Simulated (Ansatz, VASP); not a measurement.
**BaO: VASP beside Ansatz**

```xyz
2
Lattice="0.0000 2.7695 2.7695 2.7695 0.0000 2.7695 2.7695 2.7695 0.0000" Properties=species:S:1:pos:R:3 pbc="T T T"
Ba    0.0000    0.0000    0.0000
O     2.7695    2.7695    2.7695
```

Alike in both runs: task single point; functional LDA; k mesh 6 × 6 × 6; occupations gaussian, width 0.1 eV; no spin polarisation.

|  | VASP | Ansatz |
| --- | --- | --- |
| version | VASP 6.6.1 | Ansatz 0.2.0 |
| potentials or method | VASP PAW LDA potentials, release 64 (Ba_sv, O), cutoff 600 eV | scalar-relativistic, plane waves, PAW |
| valence electrons in the cell | 16 | 16 |

```tsv
	VASP	Ansatz	Ansatz less VASP
gap on the k mesh at the Fermi level (eV)	1.83	1.91	+0.079
least direct gap on the mesh (eV)	1.83	1.91	+0.079
pressure (GPa)	-2.6	-4.3	-1.70
```

Ansatz warns that its potentials were made for another functional, while VASP's fit it. LDA's correlation is that of Perdew and Zunger in VASP and of Perdew and Wang (1992) in Ansatz.

Spin-orbit coupling is off throughout.
